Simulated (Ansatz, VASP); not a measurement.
**Two plane-wave programs on Cu**

```
CELL_PARAMETERS angstrom
0.00000 1.78500 1.78500
1.78500 0.00000 1.78500
1.78500 1.78500 0.00000
ATOMIC_POSITIONS crystal
Cu 0.00000 0.00000 0.00000
```

Alike in both runs: task single point; functional LDA; k mesh 8 × 8 × 8; occupations gaussian, width 0.1 eV; no spin polarisation.

|  | VASP | Ansatz |
| --- | --- | --- |
| version | VASP 6.6.1 | Ansatz 0.2.0 |
| potentials or method | VASP PAW LDA potentials, release 64 (Cu), cutoff 600 eV | scalar-relativistic, plane waves, PAW |
| valence electrons in the cell | 11 | 19 |

|  | VASP | Ansatz | Ansatz less VASP |
| --- | --- | --- | --- |
| gap on the k mesh at the Fermi level (eV) | none | none | - |
| pressure (GPa) | -5.6 | -6.5 | -0.90 |

Ansatz warns that its potentials were made for another functional, while VASP's fit it. LDA's correlation is that of Perdew and Zunger in VASP and of Perdew and Wang (1992) in Ansatz. A gap of «none» marks a metal or a gap that the smearing closes. VASP's potentials hold 11 valence electrons a cell and Ansatz's 19, so a difference there can come from the potentials and not from the codes.

The k mesh is coarse, so the values compare programs but aren't converged.
